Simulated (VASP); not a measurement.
# HfBr (Cmmm) in VASP: further runs, part 2 of 2

VASP 6.6.1.

## 3. Single point, PBE

This run uses another cell than the first one, of 26.72 Å³/atom.

INCAR

```
SYSTEM = HfBr
  ALGO = Normal
  EDIFF = 1E-6
  ENCUT = 520
  GGA = PE
  ISIF = 2
  ISMEAR = 0
  LASPH = .True.
  LCHARG = .False.
  LREAL = .False.
  LWAVE = .False.
  NBANDS = 16
  NELM = 60
  PREC = Accurate
  SIGMA = 0.1
```

KPOINTS

```
k-points
0
Gamma
  6 6 4
  0 0 0
```

POSCAR

```
HfBr
1.0
    2.1262579300     -2.3459425600      0.0000000000
    2.1262579300      2.3459425600      0.0000000000
    0.0000000000      0.0000000000      5.3567048700
Hf Br
1 1
Direct
    0.0000000000      0.0000000000      0.5000000000
    0.5000000000      0.5000000000      0.0000000000
```

Potentials or basis: VASP PAW PBE potentials, release 64 (Hf_pv, Br).

On the command line:

```
$ cat potpaw_PBE.64/Hf_pv/POTCAR potpaw_PBE.64/Br/POTCAR > POTCAR
$ mpirun -np 1 vasp_std > vasp.out
```

Run time: 13 s. Hardware: 1 thread of AMD EPYC 9R45 (Zen 5), shared host; peak memory 0.15 GiB.

It converged, with:

| Item | Value |
| --- | --- |
| Free energy | -10.6042 eV |
| Pressure | -5.2 GPa |
| Band gap on the k mesh | zero (an odd number of electrons rules out a gap without spin polarisation) |

Stress tensor (GPa, compression positive):
```
 -4.27   0.00   0.00
  0.00   1.53   0.00
  0.00   0.00 -12.80
```

Levels at points of the mesh, in eV from the Fermi level:
| k point | band 7 | band 8 | band 9 | band 10 | band 11 | band 12 |
| --- | --- | --- | --- | --- | --- | --- |
| (0.00, 0.00, 0.00) | -1.70 | -1.27 | -1.24 | 0.22 | 2.28 | 2.61 |
| (0.50, 0.00, 0.00) | -1.70 | -0.99 | 0.85 | 1.44 | 1.98 | 2.37 |
| (0.50, 0.50, 0.00) | -3.22 | -1.91 | -0.71 | -0.21 | 0.09 | 4.42 |
| (0.00, 0.00, 0.50) | -1.87 | -1.36 | -1.21 | 2.29 | 2.48 | 2.92 |
| (0.50, 0.00, 0.50) | -2.47 | -0.93 | -0.60 | 0.39 | 2.12 | 2.78 |
| (0.50, 0.50, 0.50) | -4.27 | -0.19 | 0.66 | 1.09 | 1.41 | 2.53 |

Caveat: the cell stands under tension; spin-orbit coupling is left out, which moves the levels of the heavy elements; an odd number of electrons without spin polarisation forces a metal; a magnetic or distorted state may lie lower.

## 4. Relaxation of cell and atoms, PBE

This run uses another cell than the first one, of 26.72 Å³/atom.

INCAR

```
ALGO     = Normal         # electronic algorithm
EDIFF    = 1E-6           # SCF threshold, eV
EDIFFG   = -0.04          # ionic threshold
ENCUT    = 600            # plane-wave cutoff, eV
GGA      = PE             # functional
IBRION   = 2              # ionic algorithm
ISIF     = 3              # what is computed and relaxed
ISMEAR   = 0              # smearing method
LASPH    = T              # aspherical terms in the spheres
LCHARG   = F              # write CHGCAR
LREAL    = F              # projectors in reciprocal space
LWAVE    = F              # write WAVECAR
NELM     = 60             # most SCF steps
NSW      = 90             # ionic steps
PREC     = Accurate       # precision mode
SIGMA    = 0.1            # smearing width, eV
```

KPOINTS

```
k-points
0
Gamma
  6 6 4
```

POSCAR is that of step 3.

On the command line:

```
$ cat potpaw_PBE.64/Hf_pv/POTCAR potpaw_PBE.64/Br/POTCAR > POTCAR
$ mpirun -np 1 vasp_std > vasp.out
```

Run time: 4 min. Hardware: 1 thread of AMD EPYC 9R45 (Zen 5), shared host; peak memory 0.19 GiB.

The run converged. Its results:

```
Free energy                           : -11.8280 eV
Relaxed volume                        : 22.50 Å³/atom
Relaxed cell                          : a = 3.417 Å, b = 3.417 Å, c = 4.717 Å, α = 90.00°, β = 90.00°, γ = 125.25°
Space group after relaxing (to 0.1 Å) : Cmmm (No. 65)
Energy gained by relaxing             : 611.9 meV/atom
Ionic steps                           : 29
Pressure after relaxing               : 0.0 GPa
Band gap on the k mesh                : zero (an odd number of electrons rules out a gap without spin polarisation)
```

Stress tensor (GPa, compression positive):
```
-0.19  0.00  0.00
 0.00 -0.04  0.00
 0.00  0.00  0.13
```

Step by step:
```csv
step,energy change (eV),largest force (eV/Å),pressure (GPa),volume (Å³)
1,0.0000,0.0000,-5.18,53.44
2,-0.4341,0.0000,-2.53,46.86
3,-0.5563,0.0000,0.40,43.48
4,-0.4035,0.0000,13.58,36.90
5,-0.5829,0.0000,2.42,41.82
6,-0.5847,0.0000,3.37,41.17
7,-0.6109,0.0000,-1.09,42.94
8,-0.6177,0.0000,0.23,42.34
9,-0.6275,0.0000,0.02,42.62
10,-0.6777,0.0000,-0.43,43.41
11,-0.8736,0.0000,-1.47,44.70
12,-1.0806,0.0000,-0.65,46.00
13,-1.1037,0.0000,-1.87,45.57
14,-1.1393,0.0000,-1.70,45.85
15,-1.1392,0.0000,-1.82,45.80
16,-1.1414,0.0000,-1.81,45.85
17,-1.1447,0.0000,-1.83,45.99
18,-1.1484,0.0000,-1.80,45.95
19,-1.1590,0.0000,-1.66,45.83
20,-1.1778,0.0000,-1.30,45.58
21,-1.2065,0.0000,-0.55,45.08
22,-1.2159,0.0000,1.65,44.05
23,-1.2213,0.0000,0.67,44.46
24,-1.2213,0.0000,0.74,44.42
25,-1.2222,0.0000,0.57,44.54
26,-1.2232,0.0000,0.27,44.75
27,-1.2235,0.0000,-0.29,45.18
28,-1.2237,0.0000,-0.09,45.01
29,-1.2238,0.0000,-0.03,44.99
```

Final structure:
```
Hf Br
1.0
     1.57147   -3.03465    0.00000
     1.57147    3.03465    0.00000
     0.00000    0.00000    4.71745
Hf Br
1 1
Direct
  0.00000 0.00000 0.50000
  0.50000 0.50000 0.00000
```

Levels at points of the mesh, in eV from the Fermi level:
| k point | band 7 | band 8 | band 9 | band 10 | band 11 | band 12 |
| --- | --- | --- | --- | --- | --- | --- |
| (0.00, 0.00, 0.00) | -2.95 | -2.56 | -0.45 | 1.39 | 1.69 | 2.12 |
| (0.50, 0.00, 0.00) | -4.57 | -1.19 | 1.36 | 1.60 | 4.10 | 4.38 |
| (0.50, 0.50, 0.00) | -3.28 | -2.67 | -1.64 | 1.09 | 1.58 | 2.16 |
| (0.00, 0.00, 0.50) | -3.09 | -2.61 | -0.08 | 1.77 | 2.81 | 3.67 |
| (0.50, 0.00, 0.50) | -3.98 | -2.69 | -0.27 | -0.20 | 0.86 | 4.38 |
| (0.50, 0.50, 0.50) | -3.87 | -1.24 | -0.37 | 1.18 | 3.82 | 4.50 |

Caveat: the volume moved by over 15 % at a fixed basis, so the end points are rough; spin-orbit coupling is left out, which moves the levels of the heavy elements; an odd number of electrons without spin polarisation forces a metal; a magnetic or distorted state may lie lower.

## 5. Single point, PBE

This run uses another cell than the first one, of 22.77 Å³/atom.

INCAR

```
SYSTEM = HfBr
ALGO = Normal
EDIFF = 1E-6
ENCUT = 520
GGA = PE
ISIF = 2
ISMEAR = 0
LASPH = .True.
LCHARG = .True.
LELF = .True.
LREAL = .False.
LVHAR = .True.
LWAVE = .False.
NBANDS = 16
NELM = 80
PREC = Accurate
SIGMA = 0.1
```

KPOINTS

```
k-points
0
Gamma
  20 20 12
  0 0 0
```

POSCAR

```
HfBr
1.0
    1.5741299553     -3.0544322988      0.0000000000
    1.5741299553      3.0544322988      0.0000000000
    0.0000000000      0.0000000000      4.7352911596
Hf Br
1 1
Direct
    0.0000000000      0.0000000000      0.5000000000
    0.5000000000      0.5000000000      0.0000000000
```

On the command line:

```
$ cat potpaw_PBE.64/Hf_pv/POTCAR potpaw_PBE.64/Br/POTCAR > POTCAR
$ mpirun -np 1 vasp_std > vasp.out
```

It took 4.4 min on 1 thread of AMD EPYC 9R45 (Zen 5), shared host; peak memory 0.63 GiB.

Results (log left out):

* Free energy: -11.7938 eV
* Pressure: -0.5 GPa
* Band gap on the k mesh: zero (an odd number of electrons rules out a gap without spin polarisation)

Stress tensor (GPa, compression positive):
```
-0.43  0.00  0.00
 0.00 -0.20  0.00
 0.00  0.00 -0.72
```

Levels at points of the mesh, in eV from the Fermi level:
| k point | band 6 | band 7 | band 8 | band 9 | band 10 | band 11 | band 12 | band 13 |
| --- | --- | --- | --- | --- | --- | --- | --- | --- |
| (0.00, 0.00, 0.00) | -4.51 | -2.93 | -2.51 | -0.39 | 1.40 | 1.79 | 2.17 | 2.35 |
| (0.50, 0.00, 0.00) | -6.75 | -4.49 | -1.10 | 1.41 | 1.65 | 3.84 | 4.08 | 4.44 |
| (0.50, 0.50, 0.00) | -5.54 | -3.20 | -2.56 | -1.53 | 1.13 | 1.65 | 2.18 | 4.54 |
| (0.00, 0.00, 0.50) | -3.10 | -3.06 | -2.52 | -0.02 | 1.87 | 2.82 | 3.66 | 4.17 |
| (0.50, 0.00, 0.50) | -5.70 | -3.92 | -2.57 | -0.21 | -0.13 | 0.91 | 4.11 | 4.35 |
| (0.50, 0.50, 0.50) | -7.33 | -3.77 | -1.16 | -0.31 | 1.22 | 3.84 | 4.49 | 4.56 |

Caveat: spin-orbit coupling is left out, which moves the levels of the heavy elements; an odd number of electrons without spin polarisation forces a metal; a magnetic or distorted state may lie lower.

## 6. Summary

```csv
task,cell,k mesh,cutoff (eV),gap on the mesh (eV),pressure (GPa)
single point,"a = 3.421, b = 3.421, c = 4.734 Å, angles 90.0, 90.0, 125.3°, 2 atoms",6 × 6 × 4,520,none,-0.4
single point,"a = 3.166, b = 3.166, c = 5.357 Å, angles 90.0, 90.0, 95.6°, 2 atoms",6 × 6 × 4,520,none,-5.2
relaxation of cell and atoms,"relaxed from a = 3.166, b = 3.166, c = 5.357 Å, angles 90.0, 90.0, 95.6°, 2 atoms",6 × 6 × 4,600,none,0.0
single point,"a = 3.436, b = 3.436, c = 4.735 Å, angles 90.0, 90.0, 125.5°, 2 atoms",20 × 20 × 12,520,none,-0.5
```

Alike in all rows: level PBE; potentials or basis VASP PAW PBE potentials, release 64 (Hf_pv, Br); no spin polarisation; smearing gaussian 0.1 eV.

Caveats: some runs use coarse meshes; spin-orbit coupling is left out, which moves the levels of the heavy elements; an odd number of electrons without spin polarisation forces a metal; a magnetic or distorted state may lie lower; the cell stands under tension (at least some runs); the volume moved by over 15 % at a fixed basis, so the end points are rough (at least some runs).

Total energies depend on the potentials used, so only differences within one code and one set of settings carry meaning.
